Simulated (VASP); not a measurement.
# MnO2 (P-3m1) in VASP: a series of runs

The runs below take MnO2 through single point, with PBE+U.

Program: VASP 6.6.1. These are calculated values, not measurements. Logs are shortened: lines on timing, memory, paths and dates and some standing lists are left out, and cuts for length are marked.

### Step 1. The cell of the first run

Symmetry: P-3m1, No. 164, trigonal system. Conventional cell: a = 2.920 Å, b = 2.920 Å, c = 5.507 Å, α = 90.00°, β = 90.00°, γ = 120.00°. Within 2.6 Å of Mn (site symmetry -3m) lie 6 O at 1.94 Å. Within 2.6 Å of O (site symmetry 3m) lie 3 Mn at 1.94 Å and 3 O at 2.54 Å.

### Step 2. Single point, PBE+U, collinear spin, ferromagnetic start

File INCAR:

```
SYSTEM = MnO2
PREC = Accurate ; ENCUT = 520
EDIFF = 1E-6 ; ISMEAR = 0
SIGMA = 0.05 ; LREAL = .FALSE.
LASPH = .TRUE. ; NELM = 150
ALGO = Normal ; ISIF = 2
LWAVE = .FALSE. ; LCHARG = .FALSE.
ISPIN = 2 ; MAGMOM = 3.15 0 0
LORBIT = 11 ; LMAXMIX = 4
LDAU = .TRUE. ; LDAUTYPE = 2
LDAUL = 2 -1 ; LDAUU = 3.9 0
LDAUJ = 0 0 ; LDAUPRINT = 1
GGA = PE ; NBANDS = 24
```

File KPOINTS:

```
regular mesh
0
G
  6 6 4
  0 0 0
```

File POSCAR:

```
MnO2
1.0
    2.9203003366      0.0000000000      0.0000000000
   -1.4601501683      2.5290542782      0.0000000000
    0.0000000000      0.0000000000      5.5070216066
Mn O
1 2
Direct
    0.0000000000      0.0000000000      0.0000000000
    0.3333333333      0.6666666667      0.1728657965
    0.6666666667      0.3333333333      0.8271342035
```

Potentials or basis: VASP PAW PBE potentials, release 64 (Mn_pv, O).

On the command line:

```bash
$ cat potpaw_PBE.64/Mn_pv/POTCAR potpaw_PBE.64/O/POTCAR > POTCAR
$ mpirun -np 1 vasp_std > vasp.out
```

OUTCAR:

```text
SYSTEM = MnO2
   PREC = Accurate
   ENCUT = 520
   EDIFF = 1E-6
   ISMEAR = 0
   LREAL = .FALSE.
   LASPH = .TRUE.
   NELM = 150
   ISIF = 2
   ISPIN = 2
   LORBIT = 11
   GGA = PE

 ion  position               nearest neighbor table
   1  0.000  0.000  0.000-   2 1.94   3 1.94   3 1.94   2 1.94   3 1.94   2 1.94
   2  0.333  0.667  0.173-   1 1.94   1 1.94   1 1.94
   3  0.667  0.333  0.827-   1 1.94   1 1.94   1 1.94

  LATTYP: Found a hexagonal cell.
 ALAT       =     2.9203003366
 C/A-ratio  =     1.8857723425

  Lattice vectors:

 A1 = (   2.9203003366,   0.0000000000,   0.0000000000)
 A2 = (  -1.4601501683,   2.5290542782,   0.0000000000)
 A3 = (   0.0000000000,   0.0000000000,   5.5070216066)

Analysis of symmetry for initial positions (statically):
=====================================================================
 Subroutine PRICEL returns:
 Original cell was already a primitive cell.

 Routine SETGRP: Setting up the symmetry group for a
 hexagonal supercell.

 Subroutine GETGRP returns: Found 12 space group operations
 (whereof 12 operations were pure point group operations)
 out of a pool of 24 trial point group operations.

The static configuration has the point symmetry D_3d.

Analysis of symmetry for dynamics (positions and initial velocities):
=====================================================================
 Subroutine PRICEL returns:
 Original cell was already a primitive cell.

 Routine SETGRP: Setting up the symmetry group for a
 hexagonal supercell.

 Subroutine GETGRP returns: Found 12 space group operations
 (whereof 12 operations were pure point group operations)
 out of a pool of 24 trial point group operations.

The dynamic configuration has the point symmetry D_3d.

Analysis of structural, dynamic, and magnetic symmetry:
=====================================================================
 Subroutine PRICEL returns:
 Original cell was already a primitive cell.

 Routine SETGRP: Setting up the symmetry group for a
 hexagonal supercell.

 Subroutine GETGRP returns: Found 12 space group operations
[... 174 lines left out ...]
  o =  0.5614  v = -0.6557  0.0000  0.0000  0.7551 -0.0000  0.0000  0.0000  0.0000  0.0000  0.0000      0.0000  0.0000  0.0000  0.0000  0.0000  0.0000  0.0000  0.0000  0.0000  0.0000
  o =  0.5614  v =  0.0000 -0.7551 -0.0000 -0.0000  0.6557  0.0000  0.0000  0.0000  0.0000  0.0000      0.0000  0.0000  0.0000  0.0000  0.0000  0.0000  0.0000  0.0000  0.0000  0.0000
  o =  0.9610  v =  0.0000  0.0000 -1.0000  0.0000  0.0000  0.0000  0.0000  0.0000  0.0000  0.0000      0.0000  0.0000  0.0000  0.0000  0.0000  0.0000  0.0000  0.0000  0.0000  0.0000
  o =  0.9627  v = -0.7551 -0.0000 -0.0000 -0.6557  0.0000  0.0000  0.0000  0.0000  0.0000  0.0000      0.0000  0.0000  0.0000  0.0000  0.0000  0.0000  0.0000  0.0000  0.0000  0.0000
  o =  0.9627  v =  0.0000 -0.6557 -0.0000 -0.0000 -0.7551  0.0000  0.0000  0.0000  0.0000  0.0000      0.0000  0.0000  0.0000  0.0000  0.0000  0.0000  0.0000  0.0000  0.0000  0.0000

 number of electron      25.0000003 magnetization       3.0000843

 Free energy of the ion-electron system (eV)
  ---------------------------------------------------
  ext. energy  EPLUGINS =         0.00000000
  ---------------------------------------------------
  free energy    TOTEN  =       -21.26037561 eV

  energy without entropy =      -21.26037561  energy(sigma->0) =      -21.26037561

 E-fermi :   0.7425     XC(G=0):  -9.3146

 val. band max:        0.4104701040   @ k =   0.1667   0.1667   0.0000
 cond. band min:       2.3287355158   @ k =   0.0000   0.3333   0.2500
 fundamental gap:      1.9182654118
 Fermi energy:         0.7424936790

 spin component 1

 k-point     1 :       0.0000    0.0000    0.0000
  band No.  band energies     occupation
      1     -49.6127      1.00000
      2     -49.6126      1.00000
      3     -49.6126      1.00000
      4     -17.9361      1.00000
      5     -15.8268      1.00000
      6      -5.4475      1.00000
[... 637 lines left out ...]
     23      19.1440      0.00000
     24      21.2276      0.00000
 Fermi energy:         0.7424936790

 spin component 2

 k-point     1 :       0.0000    0.0000    0.0000
  band No.  band energies     occupation
      1     -46.1256      1.00000
      2     -46.1256      1.00000
      3     -45.9313      1.00000
      4     -18.0168      1.00000
      5     -16.0314      1.00000
      6      -3.4366      1.00000
[... 637 lines left out ...]
     23      20.2581      0.00000
     24      22.0965      0.00000

------------------------ aborting loop because EDIFF is reached ----------------------------------------

  FORCE on cell =-STRESS in cart. coord.  units (eV):
  Direction    XX          YY          ZZ          XY          YZ          ZX
  --------------------------------------------------------------------------------------
  -------------------------------------------------------------------------------------
  Total        0.0896781      0.0896781      0.1348608     -0.0000000      0.0000000     -0.0000000
  in kB        3.5326022      3.5326022      5.3124389     -0.0000000      0.0000000     -0.0000000
  external PRESSURE =       4.1258811 kB  Pullay stress =       0.0000000 kB

 VOLUME and BASIS-vectors are now :
 -----------------------------------------------------------------------------
  energy-cutoff  :      520.00
  volume of cell :       40.67
      direct lattice vectors                 reciprocal lattice vectors
     2.920300337  0.000000000  0.000000000     0.342430533  0.197702360  0.000000000
    -1.460150168  2.529054278  0.000000000     0.000000000  0.395404720  0.000000000
     0.000000000  0.000000000  5.507021607     0.000000000  0.000000000  0.181586359

 POSITION                                       TOTAL-FORCE (eV/Angst)
 -----------------------------------------------------------------------------------
      0.00000      0.00000      0.00000        -0.000000      0.000000     -0.000000
     -0.00000      1.68604      0.95198         0.000000      0.000000      0.086374
      1.46015      0.84302      4.55505         0.000000     -0.000000     -0.086374
 -----------------------------------------------------------------------------------
    total drift:                                0.000000     -0.000000     -0.000000

  FREE ENERGIE OF THE ION-ELECTRON SYSTEM (eV)
  ---------------------------------------------------
  free  energy   TOTEN  =       -21.2603756064 eV

  energy  without entropy=      -21.2603756064  energy(sigma->0) =      -21.26037561

 total charge

# of ion       s       p       d       tot
------------------------------------------
    1        0.342   6.434   4.819  11.595
    2        1.582   3.402   0.000   4.984
    3        1.582   3.402   0.000   4.984
--------------------------------------------------
tot          3.505  13.238   4.819  21.562

 magnetization (x)

# of ion       s       p       d       tot
------------------------------------------
    1        0.032   0.042   3.166   3.240
    2        0.002  -0.130   0.000  -0.128
    3        0.002  -0.130   0.000  -0.128
--------------------------------------------------
tot          0.036  -0.218   3.166   2.984
```

stdout:

```text
POSCAR found type information on POSCAR MnO
 POSCAR found :  2 types and       3 ions
 scaLAPACK will be used
 LDA part: xc-table for (Slater+PW92), standard interpolation
 POSCAR, INCAR and KPOINTS ok, starting setup
 FFT: planning ... GRIDC
 FFT: planning ... GRID_SOFT
 FFT: planning ... GRID
 WAVECAR not read
 entering main loop
```

Wall time 40 s (1 thread of Intel Xeon Platinum 8259CL at 2.50GHz (Skylake/Cascade Lake), shared host); peak memory 0.19 GiB.

What came out:

| Quantity | Value |
| --- | --- |
| Free energy | -21.2604 eV |
| Pressure | 0.4 GPa |
| Largest force | 0.086 eV/Å |
| Band gap on the k mesh | 1.92 eV, indirect (least direct gap 2.20 eV) |
| Net moment | 3.00 μB per cell |
| Site moments | Mn +3.24; O -0.13 μB |
| Valence electrons inside the program's atomic spheres | Mn 11.60; O 4.98 |

Forces in eV/Å, atoms in the order of the input:
```
Mn   0.000  0.000  0.000
O    0.000  0.000  0.086
O    0.000  0.000 -0.086
```

Stress tensor (GPa, compression positive):
```
0.35 0.00 0.00
0.00 0.35 0.00
0.00 0.00 0.53
```

Levels at points of the mesh, in eV from the valence-band top:
Spin up:
| k point | band 10 | band 11 | band 12 | band 13 | band 14 | band 15 | band 16 | band 17 | band 18 | band 19 |
| --- | --- | --- | --- | --- | --- | --- | --- | --- | --- | --- |
| (0.00, 0.00, 0.00) | -3.45 | -0.67 | -0.51 | -0.45 | -0.45 | 3.16 | 3.16 | 7.10 | 10.60 | 12.52 |
| (0.50, 0.00, 0.00) | -3.09 | -2.50 | -1.93 | -1.42 | -1.07 | 2.32 | 3.00 | 11.96 | 12.76 | 13.90 |
| (0.00, 0.00, 0.50) | -3.45 | -0.94 | -0.49 | -0.45 | -0.45 | 3.16 | 3.16 | 8.76 | 8.98 | 12.13 |
| (0.50, 0.00, 0.50) | -3.09 | -2.49 | -1.92 | -1.48 | -0.93 | 2.32 | 2.99 | 11.53 | 12.80 | 13.69 |
Spin down:
| k point | band 7 | band 8 | band 9 | band 10 | band 11 | band 12 | band 13 | band 14 | band 15 | band 16 |
| --- | --- | --- | --- | --- | --- | --- | --- | --- | --- | --- |
| (0.00, 0.00, 0.00) | -3.79 | -3.79 | -0.69 | -0.68 | -0.68 | 3.06 | 3.06 | 4.37 | 5.20 | 5.20 |
| (0.50, 0.00, 0.00) | -3.54 | -3.01 | -2.06 | -1.91 | -1.19 | 3.14 | 3.67 | 3.94 | 4.67 | 5.22 |
| (0.00, 0.00, 0.50) | -3.78 | -3.60 | -1.11 | -0.68 | -0.68 | 3.06 | 3.06 | 4.39 | 5.20 | 5.20 |
| (0.50, 0.00, 0.50) | -3.61 | -3.02 | -2.05 | -1.89 | -1.06 | 3.14 | 3.67 | 3.94 | 4.65 | 5.21 |

Eigenvalues of the final occupation matrices:
```tsv
site	spin	trace	eigenvalues
site 1 d	1	4.01	0.56 0.56 0.96 0.96 0.96
site 1 d	2	0.84	0.07 0.07 0.07 0.31 0.31
```

Caveat: a cell with one magnetic atom can't hold antiferromagnetic order, which such compounds often take.

[end of part 1 of 3]
